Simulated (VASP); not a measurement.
Wanted: the native input for a VASP 6.6.1 run.

| Item | Value |
| --- | --- |
| Task | single point |
| Functional | revPBE |
| Potentials or basis | VASP PAW PBE potentials, release 64 (Ni) |
| Cutoff | 520 eV |
| k mesh | 10 × 10 × 14 |
| Occupations | fermi-dirac, width 0.05 eV |
| Spin | collinear spin, ferromagnetic start |
| Starting moments | [0.668, 0.71, 0.71] μB |
| Dipole correction | no |
| Further INCAR settings | ALGO = Normal; EDIFF = 1e-07; NBANDS = 26 |

The structure of Ni lies in POSCAR:

```
Ni
1.0
    3.9644180272      0.0000000000      0.0000000000
   -1.9822090136      3.4332867228      0.0000000000
    0.0000000000      0.0000000000      2.4034304190
Ni
3
Direct
    0.0000000000      0.0000000000      0.0000000000
    0.3333333333      0.6666666667      0.5000000000
    0.6666666667      0.3333333333      0.5000000000
```

This isn't the form of Ni at room conditions, which is fcc.

These files were run (other wordings do the same):

INCAR

```
PREC     = Accurate       # precision mode
ENCUT    = 520            # plane-wave cutoff, eV
EDIFF    = 1E-7           # SCF threshold, eV
ISMEAR   = -1             # smearing method
SIGMA    = 0.05           # smearing width, eV
LREAL    = False          # projectors in reciprocal space
LASPH    = True           # aspherical terms in the spheres
NELM     = 150            # most SCF steps
ALGO     = Normal         # electronic algorithm
ISIF     = 2              # what is computed and relaxed
LWAVE    = False          # write WAVECAR
LCHARG   = True           # write CHGCAR
ISPIN    = 2              # spin polarisation
MAGMOM   = 0.668 0.71 0.71 # initial moments
LORBIT   = 11             # projections on sites
LMAXMIX  = 4              # l up to which the mixer works
GGA      = RE             # functional
LELF     = True           # ELF
LVHAR    = True         
NBANDS   = 26             # bands
```

KPOINTS

```
regular mesh
0
Gamma
  10 10 14
```

Potentials or basis: VASP PAW PBE potentials, release 64 (Ni).

Launch:

```console
$ cat potpaw_PBE.64/Ni/POTCAR > POTCAR
$ mpirun -np 1 vasp_std > vasp.out
```

It gave:

```json
{
 "Pressure": "7.8 GPa",
 "Net moment": "1.82 μB per cell",
 "Site moments": "Ni +0.57, +0.64 (each value once) μB",
 "Valence electrons inside the program's atomic spheres": "Ni 9.26, 9.35 (each value once)"
}
```

Caveat: the cell stands under pressure; the PAW data sets were made with another functional, which shifts forces and pressure a little.

Run time: 5.3 min on 1 thread of Intel Xeon 8259CL, with other jobs on the host, peak memory 0.25 GiB.
